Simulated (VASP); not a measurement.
# Nb (Im-3m) in VASP: notebook

The runs below take Nb through single point, with LDA+U.

Program: VASP 6.6.1. These are calculated values, not measurements. Logs are shortened: lines on timing, memory, paths and dates and some standing lists are left out, and cuts for length are marked.

**1. The cell of the first run**

It takes space group Im-3m (No. 229, cubic). Conventional cell: a = 3.283 Å, b = 3.283 Å, c = 3.283 Å, α = 90.00°, β = 90.00°, γ = 90.00°. Within 3.7 Å of Nb (site symmetry m-3m) lie 14 Nb at 2.84 to 3.28 Å.

**2. Single point, LDA+U (volume scaled by 0.96)**

The input, INCAR:

```
SYSTEM = Nb
PREC = Accurate ; ENCUT = 500
EDIFF = 1E-6 ; ISMEAR = 1
SIGMA = 0.01 ; LREAL = .False.
LASPH = .True. ; NELM = 200
ALGO = Normal ; ISIF = 2
LWAVE = .False. ; LCHARG = .False.
LMAXMIX = 4 ; LDAU = .True.
LDAUTYPE = 2 ; LDAUL = 2
LDAUU = 4 ; LDAUJ = 0
LDAUPRINT = 1 ; GGA = CA
NBANDS = 12 ; GGA_COMPAT = .False.
```

The input, KPOINTS:

```
Automatic mesh
0
Gamma
  11 11 11
  0 0 0
```

The input, POSCAR:

```
Nb
1.0
   -1.6414614324      1.6414614324      1.6414614324
    1.6414614324     -1.6414614324      1.6414614324
    1.6414614324      1.6414614324     -1.6414614324
Nb
1
Direct
    0.0000000000      0.0000000000      0.0000000000
```

Potentials or basis: VASP PAW LDA potentials, release 64 (Nb_sv).

On the command line:

```sh
cat potpaw_LDA.64/Nb_sv/POTCAR > POTCAR
mpirun -np 1 vasp_std > vasp.out
```

OUTCAR:

```text
SYSTEM = Nb
   PREC = Accurate
   ENCUT = 500
   EDIFF = 1E-6
   ISMEAR = 1
   LREAL = .False.
   LASPH = .True.
   NELM = 200
   ISIF = 2
   GGA = CA

 ion  position               nearest neighbor table
   1  0.000  0.000  0.000-

  LATTYP: Found a body centered cubic cell.
 ALAT       =     3.2829228648

  Lattice vectors:

 A1 = (  -1.6414614324,   1.6414614324,   1.6414614324)
 A2 = (   1.6414614324,  -1.6414614324,   1.6414614324)
 A3 = (   1.6414614324,   1.6414614324,  -1.6414614324)

Analysis of symmetry for initial positions (statically):
=====================================================================
 Subroutine PRICEL returns:
 Original cell was already a primitive cell.

 Routine SETGRP: Setting up the symmetry group for a
 body centered cubic supercell.

 Subroutine GETGRP returns: Found 48 space group operations
 (whereof 48 operations were pure point group operations)
 out of a pool of 48 trial point group operations.

The static configuration has the point symmetry O_h .

Analysis of symmetry for dynamics (positions and initial velocities):
=====================================================================
 Subroutine PRICEL returns:
 Original cell was already a primitive cell.

 Routine SETGRP: Setting up the symmetry group for a
 body centered cubic supercell.

 Subroutine GETGRP returns: Found 48 space group operations
 (whereof 48 operations were pure point group operations)
 out of a pool of 48 trial point group operations.

The dynamic configuration has the point symmetry O_h .

 Subroutine INISYM returns: Found 48 space group operations
 (whereof 48 operations are pure point group operations),
 and found     1 'primitive' translations

----------------------------------------------------------------------------------------

                                     Primitive cell

  volume of cell :      17.6910
[... 147 lines left out ...]
  0.0000  0.0000 -0.0000  0.2577 -0.0000
  0.0000 -0.0000 -0.0000 -0.0000  0.1766

 occupancies and eigenvectors

  o =  0.1766  v =  0.0000 -0.0000  0.9998 -0.0000  0.0195  0.0000  0.0000  0.0000  0.0000  0.0000      0.0000  0.0000  0.0000  0.0000  0.0000  0.0000  0.0000  0.0000  0.0000  0.0000
  o =  0.1766  v =  0.0000  0.0000  0.0000  0.0000  0.0000  0.0000 -0.0000  0.9998 -0.0000  0.0195      0.0000  0.0000  0.0000  0.0000  0.0000  0.0000  0.0000  0.0000  0.0000  0.0000
  o =  0.1766  v =  0.0000 -0.0000  0.0195 -0.0000 -0.9998  0.0000  0.0000  0.0000  0.0000  0.0000      0.0000  0.0000  0.0000  0.0000  0.0000  0.0000  0.0000  0.0000  0.0000  0.0000
  o =  0.1766  v =  0.0000  0.0000  0.0000  0.0000  0.0000  0.0000 -0.0000  0.0195 -0.0000 -0.9998      0.0000  0.0000  0.0000  0.0000  0.0000  0.0000  0.0000  0.0000  0.0000  0.0000
  o =  0.2577  v =  0.0000  0.0000  0.0000  0.0000  0.0000  0.0000  0.5473 -0.0000 -0.8369  0.0000      0.0000  0.0000  0.0000  0.0000  0.0000  0.0000  0.0000  0.0000  0.0000  0.0000
  o =  0.2577  v =  0.0000  0.5473 -0.0000 -0.8369  0.0000  0.0000  0.0000  0.0000  0.0000  0.0000      0.0000  0.0000  0.0000  0.0000  0.0000  0.0000  0.0000  0.0000  0.0000  0.0000
  o =  0.2577  v =  1.0000  0.0000  0.0000  0.0000  0.0000  0.0000  0.0000  0.0000  0.0000  0.0000      0.0000  0.0000  0.0000  0.0000  0.0000  0.0000  0.0000  0.0000  0.0000  0.0000
  o =  0.2577  v =  0.0000  0.0000  0.0000  0.0000  0.0000  1.0000  0.0000  0.0000  0.0000  0.0000      0.0000  0.0000  0.0000  0.0000  0.0000  0.0000  0.0000  0.0000  0.0000  0.0000
  o =  0.2577  v =  0.0000  0.0000  0.0000  0.0000  0.0000  0.0000  0.8369  0.0000  0.5473 -0.0000      0.0000  0.0000  0.0000  0.0000  0.0000  0.0000  0.0000  0.0000  0.0000  0.0000
  o =  0.2577  v =  0.0000  0.8369  0.0000  0.5473 -0.0000  0.0000  0.0000  0.0000  0.0000  0.0000      0.0000  0.0000  0.0000  0.0000  0.0000  0.0000  0.0000  0.0000  0.0000  0.0000

 number of electron      13.0000001 magnetization

 Free energy of the ion-electron system (eV)
  ---------------------------------------------------
  ext. energy  EPLUGINS =         0.00000000
  ---------------------------------------------------
  free energy    TOTEN  =        -7.60517078 eV

  energy without entropy =       -7.60514858  energy(sigma->0) =       -7.60516338

 E-fermi :  11.6922     XC(G=0): -12.8415

 val. band max:       11.6871531733   @ k =  -0.3636   0.3636   0.1818
 cond. band min:      11.6986145141   @ k =   0.0909   0.0909   0.0000
 fundamental gap:      0.0114613408
 Fermi energy:        11.6921903971

 k-point     1 :       0.0000    0.0000    0.0000
  band No.  band energies     occupation
      1     -43.0570      2.00000
      2     -18.4473      2.00000
      3     -18.4473      2.00000
      4     -18.4473      2.00000
      5       5.2363      2.00000
      6      12.2039      0.00000
      7      12.2039      0.00000
      8      12.2039      0.00000
      9      15.4350      0.00000
     10      15.4350      0.00000
     11      25.5305      0.00000
     12      25.5305      0.00000
[... 331 lines left out ...]
 k-point    24 :       0.3636    0.1818    0.0909
  band No.  band energies     occupation
      1     -42.7761      2.00000
      2     -19.6356      2.00000
      3     -19.1004      2.00000
      4     -18.6876      2.00000
      5       9.2010      2.00000
      6      10.1131      2.00000
      7      11.8971      0.00000
      8      15.8190      0.00000
      9      16.3118      0.00000
     10      20.9781      0.00000
     11      21.9250      0.00000
     12      24.3285      0.00000

 [... further k-points ...]

------------------------ aborting loop because EDIFF is reached ----------------------------------------

  FORCE on cell =-STRESS in cart. coord.  units (eV):
  Direction    XX          YY          ZZ          XY          YZ          ZX
  --------------------------------------------------------------------------------------
  -------------------------------------------------------------------------------------
  Total        0.7184821      0.7184821      0.7184821      0.0000000      0.0000000     -0.0000000
  in kB       65.0690556     65.0690556     65.0690556      0.0000000      0.0000000     -0.0000000
  external PRESSURE =      65.0690556 kB  Pullay stress =       0.0000000 kB

 VOLUME and BASIS-vectors are now :
 -----------------------------------------------------------------------------
  energy-cutoff  :      500.00
  volume of cell :       17.69
      direct lattice vectors                 reciprocal lattice vectors
    -1.641461432  1.641461432  1.641461432     0.000000000  0.304606609  0.304606609
     1.641461432 -1.641461432  1.641461432     0.304606609  0.000000000  0.304606609
     1.641461432  1.641461432 -1.641461432     0.304606609  0.304606609  0.000000000

 POSITION                                       TOTAL-FORCE (eV/Angst)
 -----------------------------------------------------------------------------------
      0.00000      0.00000      0.00000        -0.000000      0.000000     -0.000000
 -----------------------------------------------------------------------------------
    total drift:                                0.000000      0.000000     -0.000000

  FREE ENERGIE OF THE ION-ELECTRON SYSTEM (eV)
  ---------------------------------------------------
  free  energy   TOTEN  =        -7.6051707813 eV

  energy  without entropy=       -7.6051485777  energy(sigma->0) =       -7.60516338
```

OSZICAR:

```text
N       E                     dE             d eps       ncg     rms          rms(c)
DAV:   1     0.123599066720E+03    0.12360E+03   -0.70884E+03  1344   0.107E+03
DAV:   2    -0.276162161964E+01   -0.12636E+03   -0.12087E+03  1588   0.409E+02
DAV:   3    -0.789346061142E+01   -0.51318E+01   -0.48860E+01  2084   0.727E+01
DAV:   4    -0.810141470644E+01   -0.20795E+00   -0.20580E+00  1920   0.130E+01
DAV:   5    -0.811248785623E+01   -0.11073E-01   -0.11070E-01  2128   0.251E+00    0.433E+00
DAV:   6    -0.765590398948E+01    0.45658E+00   -0.70147E-01  2172   0.118E+01    0.220E+00
DAV:   7    -0.759508228719E+01    0.60822E-01   -0.25800E-01  2224   0.709E+00    0.127E+00
DAV:   8    -0.760432172888E+01   -0.92394E-02   -0.23137E-02  1980   0.208E+00    0.197E-01
DAV:   9    -0.760511512764E+01   -0.79340E-03   -0.33140E-03  2336   0.738E-01    0.531E-02
DAV:  10    -0.760517086654E+01   -0.55739E-04   -0.11750E-04  2008   0.136E-01    0.216E-02
DAV:  11    -0.760517063290E+01    0.23364E-06   -0.16094E-05  2212   0.459E-02    0.401E-03
DAV:  12    -0.760517078127E+01   -0.14837E-06   -0.41654E-07  1116   0.756E-03
   1 F= -.76051708E+01 E0= -.76051634E+01  d E =-.222035E-04
```

stdout:

```text
POSCAR found type information on POSCAR Nb
 POSCAR found :  1 types and       1 ions
 scaLAPACK will be used
 LDA part: xc-table for (Slater(with rela. corr.)+CA(PZ))
 , standard interpolation
 POSCAR, INCAR and KPOINTS ok, starting setup
 FFT: planning ... GRIDC
 FFT: planning ... GRID_SOFT
 FFT: planning ... GRID
 WAVECAR not read
 entering main loop
```

Wall time 4.2 s (1 thread of Intel Xeon 6975P-C (Granite Rapids), shared host); peak memory 0.13 GiB.

What came out:

* Free energy: -7.6052 eV
* Pressure: 6.5 GPa

Eigenvalues of the final occupation matrices:
| site | spin | trace | eigenvalues |
| --- | --- | --- | --- |
| site 1 d | 1 | 1.13 | 0.18 0.18 0.26 0.26 0.26 |
| site 1 d | 2 | 1.13 | 0.18 0.18 0.26 0.26 0.26 |

Caveat: the cell differs from its parent crystal (volume scaled by 0.96); U without spin polarisation on a metal has little footing; the U is typed as a test and isn't derived for this compound.

**3. Single point, LDA+U (volume scaled by 0.98)**

The input, INCAR:

```
PREC = Accurate
ENCUT = 500
EDIFF = 1E-6
ISMEAR = 1
SIGMA = 0.01
LREAL = F
LASPH = T
NELM = 200
ALGO = Normal
ISIF = 2
LWAVE = F
LCHARG = F
LMAXMIX = 4
LDAU = T
LDAUTYPE = 2
LDAUL = 2
LDAUU = 4
LDAUJ = 0
LDAUPRINT = 1
NBANDS = 12
GGA_COMPAT = F
```

The input, KPOINTS:

```
regular mesh
0
Gamma
  11 11 11
```

The input, POSCAR:

```
Nb
1.0
   -1.6527822138      1.6527822138      1.6527822138
    1.6527822138     -1.6527822138      1.6527822138
    1.6527822138      1.6527822138     -1.6527822138
Nb
1
Direct
    0.0000000000      0.0000000000      0.0000000000
```

Potentials or basis: VASP PAW LDA potentials, release 64 (Nb_sv).

On the command line:

```sh
cat potpaw_LDA.64/Nb_sv/POTCAR > POTCAR
mpirun -np 1 vasp_std > vasp.out
```

OUTCAR:

```text
PREC = Accurate
   ENCUT = 500
   EDIFF = 1E-6
   ISMEAR = 1
   LREAL = F
   LASPH = T
   NELM = 200
   ISIF = 2

 ion  position               nearest neighbor table
   1  0.000  0.000  0.000-

  LATTYP: Found a body centered cubic cell.
 ALAT       =     3.3055644276

  Lattice vectors:

 A1 = (  -1.6527822138,   1.6527822138,   1.6527822138)
 A2 = (   1.6527822138,  -1.6527822138,   1.6527822138)
 A3 = (   1.6527822138,   1.6527822138,  -1.6527822138)

Analysis of symmetry for initial positions (statically):
=====================================================================
 Subroutine PRICEL returns:
 Original cell was already a primitive cell.

 Routine SETGRP: Setting up the symmetry group for a
 body centered cubic supercell.

 Subroutine GETGRP returns: Found 48 space group operations
 (whereof 48 operations were pure point group operations)
 out of a pool of 48 trial point group operations.

The static configuration has the point symmetry O_h .

Analysis of symmetry for dynamics (positions and initial velocities):
=====================================================================
[... 205 lines left out ...]
      3     -18.8133      2.00000
      4     -18.8133      2.00000
      5       4.9830      2.00000
      6      11.9172      0.00000
      7      11.9172      0.00000
      8      11.9172      0.00000
      9      15.0834      0.00000
     10      15.0834      0.00000
     11      25.1850      0.00000
     12      25.1850      0.00000
[... 331 lines left out ...]
 k-point    24 :       0.3636    0.1818    0.0909
  band No.  band energies     occupation
      1     -43.1191      2.00000
      2     -19.9266      2.00000
      3     -19.4251      2.00000
      4     -19.0374      2.00000
      5       8.9588      2.00000
      6       9.8638      2.00000
      7      11.5639     -0.00000
      8      15.4463      0.00000
      9      15.9256      0.00000
     10      20.4754      0.00000
     11      21.3841      0.00000
     12      23.8614      0.00000

 [... further k-points ...]

------------------------ aborting loop because EDIFF is reached ----------------------------------------

  FORCE on cell =-STRESS in cart. coord.  units (eV):
  Direction    XX          YY          ZZ          XY          YZ          ZX
  --------------------------------------------------------------------------------------
  -------------------------------------------------------------------------------------
  Total        0.2376741      0.2376741      0.2376741     -0.0000000     -0.0000000      0.0000000
  in kB       21.0855797     21.0855797     21.0855797     -0.0000000     -0.0000000      0.0000000
  external PRESSURE =      21.0855797 kB  Pullay stress =       0.0000000 kB

 VOLUME and BASIS-vectors are now :
 -----------------------------------------------------------------------------
  energy-cutoff  :      500.00
  volume of cell :       18.06
      direct lattice vectors                 reciprocal lattice vectors
    -1.652782214  1.652782214  1.652782214     0.000000000  0.302520196  0.302520196
     1.652782214 -1.652782214  1.652782214     0.302520196  0.000000000  0.302520196
     1.652782214  1.652782214 -1.652782214     0.302520196  0.302520196  0.000000000

 POSITION                                       TOTAL-FORCE (eV/Angst)
 -----------------------------------------------------------------------------------
      0.00000      0.00000      0.00000        -0.000000     -0.000000     -0.000000
 -----------------------------------------------------------------------------------
    total drift:                                0.000000      0.000000      0.000000

  FREE ENERGIE OF THE ION-ELECTRON SYSTEM (eV)
  ---------------------------------------------------
  free  energy   TOTEN  =        -7.6163005141 eV

  energy  without entropy=       -7.6163006383  energy(sigma->0) =       -7.61630056
```

stdout:

```text
POSCAR found type information on POSCAR Nb
 POSCAR found :  1 types and       1 ions
 scaLAPACK will be used
 LDA part: xc-table for (Slater(with rela. corr.)+CA(PZ))
 , standard interpolation
 POSCAR, INCAR and KPOINTS ok, starting setup
 FFT: planning ... GRIDC
 FFT: planning ... GRID_SOFT
 FFT: planning ... GRID
 WAVECAR not read
 entering main loop
```

It took 4.5 s on 1 thread of Intel Xeon 6975P-C (Granite Rapids), shared host; peak memory 0.13 GiB.

Results:

| Item | Value |
| --- | --- |
| Free energy | -7.6163 eV |
| Pressure | 2.1 GPa |

Eigenvalues of the final occupation matrices:
| site | spin | trace | eigenvalues |
| --- | --- | --- | --- |
| site 1 d | 1 | 1.12 | 0.17 0.17 0.26 0.26 0.26 |
| site 1 d | 2 | 1.12 | 0.17 0.17 0.26 0.26 0.26 |

Caveat: the cell differs from its parent crystal (volume scaled by 0.98); U without spin polarisation on a metal has little footing; the U is typed as a test and isn't derived for this compound.

**4. Single point, LDA+U**

This run uses another cell than the first one, of 18.43 Å³/atom, 1.042 times its volume.

The input, INCAR:

```
SYSTEM = Nb
  ALGO = Normal
  EDIFF = 1E-6
  ENCUT = 500
  GGA = CA
  GGA_COMPAT = .False.
  ISIF = 2
  ISMEAR = 1
  LASPH = .True.
  LCHARG = .False.
  LDAU = .True.
  LDAUJ = 0
  LDAUL = 2
  LDAUPRINT = 1
  LDAUTYPE = 2
  LDAUU = 4
  LMAXMIX = 4
  LREAL = .False.
  LWAVE = .False.
  NBANDS = 12
  NELM = 200
  PREC = Accurate
  SIGMA = 0.01
```

The input, KPOINTS:

```
k-points
0
Gamma
  11 11 11
  0 0 0
```

The input, POSCAR:

```
Nb
1.0
   -1.6639500000      1.6639500000      1.6639500000
    1.6639500000     -1.6639500000      1.6639500000
    1.6639500000      1.6639500000     -1.6639500000
Nb
1
Direct
    0.0000000000      0.0000000000      0.0000000000
```

On the command line:

```sh
cat potpaw_LDA.64/Nb_sv/POTCAR > POTCAR
mpirun -np 1 vasp_std > vasp.out
```

Run time: 4.8 s. Hardware: 1 thread of Intel Xeon 6975P-C (Granite Rapids), shared host; peak memory 0.13 GiB.

Results (log left out):

- Free energy: -7.6182 eV
- Pressure: -1.3 GPa

Levels at points of the mesh, in eV from the Fermi level:
```tsv
k point	band 2	band 3	band 4	band 5	band 6	band 7	band 8	band 9	band 10	band 11
(0.00, 0.00, 0.00)	-30.33	-30.33	-30.33	-6.40	0.50	0.50	0.50	3.59	3.59	13.71
```

Eigenvalues of the final occupation matrices:
| site | spin | trace | eigenvalues |
| --- | --- | --- | --- |
| site 1 d | 1 | 1.10 | 0.17 0.17 0.25 0.25 0.25 |
| site 1 d | 2 | 1.10 | 0.17 0.17 0.25 0.25 0.25 |

Caveat: U without spin polarisation on a metal has little footing; the U is typed as a test and isn't derived for this compound.

**5. Single point, LDA+U (volume scaled by 1.02)**

The input, INCAR:

```
  PREC = Accurate
  ENCUT = 500
  EDIFF = 1E-6
  ISMEAR = 1
  SIGMA = 0.01
  LREAL = False
  LASPH = True
  NELM = 200
  ALGO = Normal
  ISIF = 2
  LWAVE = False
  LCHARG = False
  LMAXMIX = 4
  LDAU = True
  LDAUTYPE = 2
  LDAUL = 2
  LDAUU = 4
  LDAUJ = 0
  LDAUPRINT = 1
  GGA = CA
  NBANDS = 12
  GGA_COMPAT = False
```

The input, KPOINTS:

```
regular mesh
0
Gamma
  11 11 11
```

The input, POSCAR:

```
Nb
1.0
   -1.6749698576      1.6749698576      1.6749698576
    1.6749698576     -1.6749698576      1.6749698576
    1.6749698576      1.6749698576     -1.6749698576
Nb
1
Direct
    0.0000000000      0.0000000000      0.0000000000
```

On the command line:

```sh
cat potpaw_LDA.64/Nb_sv/POTCAR > POTCAR
mpirun -np 1 vasp_std > vasp.out
```

Wall time 4.1 s (1 thread of Intel Xeon 6975P-C (Granite Rapids), shared host); peak memory 0.13 GiB.

It converged, with:

| Property | Result |
| --- | --- |
| Free energy | -7.6126 eV |
| Pressure | -4.5 GPa |

Levels at points of the mesh, in eV from the Fermi level:
```tsv
k point	band 2	band 3	band 4	band 5	band 6	band 7	band 8	band 9	band 10	band 11
(0.00, 0.00, 0.00)	-30.41	-30.41	-30.41	-6.34	0.51	0.51	0.51	3.52	3.52	13.68
```

Eigenvalues of the final occupation matrices:
```tsv
site	spin	trace	eigenvalues
site 1 d	1	1.08	0.17 0.17 0.24 0.24 0.24
site 1 d	2	1.08	0.17 0.17 0.24 0.24 0.24
```

Caveat: the cell differs from its parent crystal (volume scaled by 1.02); U without spin polarisation on a metal has little footing; the U is typed as a test and isn't derived for this compound.

[end of part 1 of 2]
